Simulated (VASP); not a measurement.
# InAs (F-43m) in VASP: a series of runs

InAs is run at these levels: LDA; tasks: elastic constants.

Everything below comes from runs of VASP 6.6.1. Logs are shortened: lines on timing, memory, paths and dates and some standing lists are left out, and cuts for length are marked.

### Step 1. The cell of the first run

It takes space group F-43m (No. 216, cubic). Conventional cell: a = 5.911 Å, b = 5.911 Å, c = 5.911 Å, α = 90.00°, β = 90.00°, γ = 90.00°. Within 3.4 Å of In (site symmetry -43m) lie 4 As at 2.56 Å. As (site symmetry -43m) has 4 In at 2.56 Å within 3.4 Å.

### Step 2. Elastic constants, LDA

INCAR

```
SYSTEM = InAs
PREC = Accurate
ENCUT = 600
EDIFF = 1E-8
ISMEAR = -1
SIGMA = 0.08
LREAL = .False.
LASPH = .True.
NELM = 80
ALGO = Normal
ISIF = 3
LWAVE = .False.
LCHARG = .False.
IBRION = 6
NFREE = 2
POTIM = 0.015
NSW = 1
```

KPOINTS

```
regular mesh
0
Gamma
  14 14 14
  0 0 0
```

POSCAR

```
InAs
1.0
    0.0000000000      2.9554649846      2.9554649846
    2.9554649846      0.0000000000      2.9554649846
    2.9554649846      2.9554649846      0.0000000000
In As
1 1
Direct
    0.0000000000      0.0000000000      0.0000000000
    0.7500000000      0.7500000000      0.7500000000
```

Potentials or basis: VASP PAW LDA potentials, release 64 (In_d, As).

Run with:

```
cat potpaw_LDA.64/In_d/POTCAR potpaw_LDA.64/As/POTCAR > POTCAR
mpirun -np 1 vasp_std > vasp.out
```

OUTCAR:

```text
SYSTEM = InAs
   PREC = Accurate
   ENCUT = 600
   EDIFF = 1E-8
   ISMEAR = -1
   LREAL = .False.
   LASPH = .True.
   NELM = 80
   ISIF = 3
   IBRION = 6
   NFREE = 2
   POTIM = 0.015
   NSW = 1

 ion  position               nearest neighbor table
   1  0.000  0.000  0.000-   2 2.56   2 2.56   2 2.56   2 2.56
   2  0.750  0.750  0.750-   1 2.56   1 2.56   1 2.56   1 2.56

  LATTYP: Found a face centered cubic cell.
 ALAT       =     5.9109299692

  Lattice vectors:

 A1 = (   0.0000000000,   2.9554649846,   2.9554649846)
 A2 = (   2.9554649846,   0.0000000000,   2.9554649846)
 A3 = (   2.9554649846,   2.9554649846,   0.0000000000)

Analysis of symmetry for initial positions (statically):
=====================================================================
 Subroutine PRICEL returns:
 Original cell was already a primitive cell.

 Routine SETGRP: Setting up the symmetry group for a
 face centered cubic supercell.

 Subroutine GETGRP returns: Found 24 space group operations
 (whereof 24 operations were pure point group operations)
 out of a pool of 48 trial point group operations.

The static configuration has the point symmetry T_d .

Analysis of symmetry for dynamics (positions and initial velocities):
=====================================================================
 Subroutine PRICEL returns:
 Original cell was already a primitive cell.

 Routine SETGRP: Setting up the symmetry group for a
 face centered cubic supercell.

 Subroutine GETGRP returns: Found 24 space group operations
 (whereof 24 operations were pure point group operations)
 out of a pool of 48 trial point group operations.

The dynamic configuration has the point symmetry T_d .

 Subroutine INISYM returns: Found 24 space group operations
 (whereof 24 operations are pure point group operations),
 and found     1 'primitive' translations

[... 716 lines left out ...]
      5      -9.2822      2.00000
      6      -6.4929      2.00000
      7       1.2085      2.00000
      8       3.6833      2.00000
      9       3.8086      2.00000
     10       7.4441      0.00000
     11       8.3980      0.00000
     12      10.3877      0.00000
     13      10.6613      0.00000

 [... further k-points ...]

------------------------ aborting loop because EDIFF is reached ----------------------------------------

  FORCE on cell =-STRESS in cart. coord.  units (eV):
  Direction    XX          YY          ZZ          XY          YZ          ZX
  --------------------------------------------------------------------------------------
  -------------------------------------------------------------------------------------
  Total        1.3610201      1.3641311      1.3641311      0.0000000     -0.1579153      0.0000000
  in kB       42.2345290     42.3310686     42.3310686      0.0000000     -4.9003531      0.0000000
  external PRESSURE =      42.2988887 kB  Pullay stress =       0.0000000 kB
[... 17 lines left out ...]
  FREE ENERGIE OF THE ION-ELECTRON SYSTEM (eV)
  ---------------------------------------------------
  free  energy   TOTEN  =        -8.9888220020 eV

  energy  without entropy=       -8.9885223057  energy(sigma->0) =       -8.98867215

 INTERNAL STRAIN TENSORS FROM STRAINED CELLS
 ============================================

 INTERNAL STRAIN TENSOR FOR ION    1 for displacements in x,y,z  (eV/Angst):
          X           Y           Z          XY          YZ          ZX
  --------------------------------------------------------------------------------
  x     0.00000    -0.00000    -0.00000    -0.00000   -10.53236     0.00000
  y     0.00000    -0.00000    -0.00000     0.00000    -0.00000   -10.53277
  z     0.00000    -0.00000     0.00000   -10.53306    -0.00000     0.00000

 INTERNAL STRAIN TENSORS FROM DISPLACED ATOMS
 ============================================

 INTERNAL STRAIN TENSOR FOR ION    1 for displacements in x,y,z  (eV/Angst):
          X           Y           Z          XY          YZ          ZX
  --------------------------------------------------------------------------------
  x     0.00000    -0.00000    -0.00000     0.00000   -10.52757     0.00000
  y     0.00000     0.00000     0.00000     0.00000     0.00000   -10.52757
  z    -0.00000    -0.00000     0.00000   -10.52757     0.00000     0.00000

 INTERNAL STRAIN TENSOR FOR ION    2 for displacements in x,y,z  (eV/Angst):
          X           Y           Z          XY          YZ          ZX
  --------------------------------------------------------------------------------
  x     0.00000    -0.00000    -0.00000     0.00000    10.52504     0.00000
  y     0.00000    -0.00000     0.00000     0.00000     0.00000    10.52504
  z    -0.00000    -0.00000     0.00000    10.52504     0.00000     0.00000

 Eigenvectors and eigenvalues of the dynamical matrix
 ----------------------------------------------------

   1 f  =    6.980955 THz    43.862633 2PiTHz  232.859589 cm-1    28.870896 meV
             X         Y         Z           dx          dy          dz
      0.000000  0.000000  0.000000     0.000000    0.628233    0.000000
      4.433197  4.433197  4.433197     0.000000   -0.778025    0.000000
[... 21 lines left out ...]
   6 f/i=    0.001323 THz     0.008314 2PiTHz    0.044140 cm-1     0.005473 meV
             X         Y         Z           dx          dy          dz
      0.000000  0.000000  0.000000     0.000000    0.000000    0.778025
      4.433197  4.433197  4.433197     0.000000    0.000000    0.628233

--------------------------------------------------------------------------------------------------------

 ELASTIC MODULI CONTR FROM IONIC RELAXATION (kBar)
 Direction    XX          YY          ZZ          XY          YZ          ZX
 --------------------------------------------------------------------------------
 XX          -0.0000      0.0000     -0.0000      0.0000      0.0000     -0.0000
 YY           0.0000     -0.0000      0.0000      0.0000      0.0000      0.0000
 ZZ          -0.0000      0.0000     -0.0000     -0.0000      0.0000     -0.0000
 XY           0.0000      0.0000     -0.0000   -380.3634     -0.0000      0.0000
 YZ           0.0000      0.0000      0.0000     -0.0000   -380.3634     -0.0000
 ZX          -0.0000      0.0000     -0.0000      0.0000     -0.0000   -380.3634
 --------------------------------------------------------------------------------

 TOTAL ELASTIC MODULI (kBar)
 Direction    XX          YY          ZZ          XY          YZ          ZX
 --------------------------------------------------------------------------------
 XX         984.0334    640.2103    640.2103     -0.0000      0.0000     -0.0000
 YY         640.2103    984.0334    640.2103      0.0000     -0.0000      0.0000
 ZZ         640.2103    640.2103    984.0334     -0.0000      0.0000      0.0000
 XY          -0.0000      0.0000     -0.0000    385.1906     -0.0000      0.0000
 YZ           0.0000     -0.0000      0.0000     -0.0000    385.1906     -0.0000
 ZX          -0.0000      0.0000      0.0000      0.0000     -0.0000    385.1906
 --------------------------------------------------------------------------------
```

OSZICAR:

```text
N       E                     dE             d eps       ncg     rms          rms(c)
DAV:   1     0.118801653957E+03    0.11880E+03   -0.93304E+03  2709   0.168E+03
DAV:   2    -0.427797673821E+00   -0.11923E+03   -0.11576E+03  2789   0.349E+02
DAV:   3    -0.909819765648E+01   -0.86704E+01   -0.85944E+01  3587   0.962E+01
[... 198 lines left out ...]
DAV:   3    -0.898883131337E+01    0.90122E-04   -0.19292E-04 12006   0.159E-01    0.240E-02
DAV:   4    -0.898882212904E+01    0.91843E-05   -0.37297E-05 16896   0.632E-02    0.787E-03
DAV:   5    -0.898882199154E+01    0.13750E-06   -0.29249E-06 11878   0.160E-02    0.292E-03
DAV:   6    -0.898882200160E+01   -0.10053E-07   -0.28129E-07 14472   0.398E-03    0.110E-03
DAV:   7    -0.898882200204E+01   -0.43997E-09   -0.14315E-08  8825   0.208E-03
  17 F= -.89888220E+01 E0= -.89886722E+01  d E =-.299696E-03
```

stdout:

```text
POSCAR found type information on POSCAR InAs
 POSCAR found :  2 types and       2 ions
 scaLAPACK will be used
 LDA part: xc-table for (Slater(with rela. corr.)+CA(PZ))
 , standard interpolation
 POSCAR, INCAR and KPOINTS ok, starting setup
 FFT: planning ... GRIDC
 FFT: planning ... GRID_SOFT
 FFT: planning ... GRID
 WAVECAR not read
 entering main loop
 Found     2 degrees of freedom:
 Adding 6 more for cell shape distortion
 Finite differences POTIM= 0.01500 DOF=   8
 bond charge predicted
 Finite differences progress:
 bond charge predicted
 Finite differences progress:
 bond charge predicted
 Finite differences progress:
 bond charge predicted
 Finite differences progress:
 bond charge predicted
 Finite differences progress:
 bond charge predicted
 Finite differences progress:
 bond charge predicted
 Finite differences progress:
 bond charge predicted
 Finite differences progress:
 bond charge predicted
 Finite differences progress:
 bond charge predicted
 Finite differences progress:
 bond charge predicted
 Finite differences progress:
 bond charge predicted
 Finite differences progress:
 bond charge predicted
 Finite differences progress:
 bond charge predicted
 Finite differences progress:
 bond charge predicted
 Finite differences progress:
 bond charge predicted
 Finite differences progress:
```

It took 76 min on 1 thread of Oxide Virtual Turin-like, shared host; peak memory 1.1 GiB.

Results:

| Item | Value |
| --- | --- |
| Elastic constants C11, C12, C44 | 98, 64, 39 GPa |
| Voigt bulk modulus | 75 GPa |
| Highest phonon frequency at Γ, LO-TO splitting left out | 233 cm⁻¹ |

Phonon frequencies in cm⁻¹ (negative: imaginary):
| q point | frequencies |
| --- | --- |
| (0.000, 0.000, 0.000) | 0 0 0 233 233 233 |

Elastic tensor in Voigt notation (GPa, in the Cartesian axes of the cell as first typed):
```
98 64 64  0  0  0
64 98 64  0  0  0
64 64 98  0  0  0
 0  0  0 39  0  0
 0  0  0  0 39  0
 0  0  0  0  0 39
```

Clamped-ion elastic tensor (GPa):
```
98 64 64  0  0  0
64 98 64  0  0  0
64 64 98  0  0  0
 0  0  0 77  0  0
 0  0  0  0 77  0
 0  0  0  0  0 77
```

Caveat: the cell is under stress, which shifts elastic constants; spin-orbit coupling is left out, which moves the levels of the heavy elements.

### Step 3. Elastic constants, LDA

This run uses another cell than the first one, of 26.92 Å³/atom.

INCAR

```
ALGO = Normal ; EDIFF = 1E-8
ENCUT = 600 ; IBRION = 6
ISIF = 3 ; ISMEAR = -1
LASPH = T ; LCHARG = F
LREAL = F ; LWAVE = F
NBANDS = 16 ; NELM = 60
NFREE = 2 ; NSW = 1
POTIM = 0.015 ; PREC = Accurate
SIGMA = 0.08
```

KPOINTS

```
k-points
0
Gamma
  14 14 14
```

POSCAR

```
InAs
1.0
    0.0000000000      2.9971037622      2.9971037622
    2.9971037622      0.0000000000      2.9971037622
    2.9971037622      2.9971037622      0.0000000000
In As
1 1
Direct
    0.0000000000      0.0000000000      0.0000000000
    0.7500000000      0.7500000000      0.7500000000
```

Potentials or basis: VASP PAW LDA potentials, release 64 (In_d, As).

Run with:

```
cat potpaw_LDA.64/In_d/POTCAR potpaw_LDA.64/As/POTCAR > POTCAR
mpirun -np 1 vasp_std > vasp.out
```

It took 1.7 h on 1 thread of Oxide Virtual Turin-like, shared host; peak memory 1.2 GiB.

The run converged. Its results:

```yaml
Elastic_constants_C11_C12_C44: 89, 53, 38 GPa
Voigt_bulk_modulus: 65 GPa
Highest_phonon_frequency_at_Γ_LO-TO_splitting_left_out: 221 cm⁻¹
```

Phonon frequencies in cm⁻¹ (negative: imaginary):
```tsv
q point	frequencies
(0.000, 0.000, 0.000)	0 0 0 221 221 221
```

Elastic tensor in Voigt notation (GPa, in the Cartesian axes of the cell as first typed):
```
89 53 53  0  0  0
53 89 53  0  0  0
53 53 89  0  0  0
 0  0  0 38  0  0
 0  0  0  0 38  0
 0  0  0  0  0 38
```

Clamped-ion elastic tensor (GPa):
```
89 53 53  0  0  0
53 89 53  0  0  0
53 53 89  0  0  0
 0  0  0 66  0  0
 0  0  0  0 66  0
 0  0  0  0  0 66
```

Caveat: the cell is under stress, which shifts elastic constants; spin-orbit coupling is left out, which moves the levels of the heavy elements.
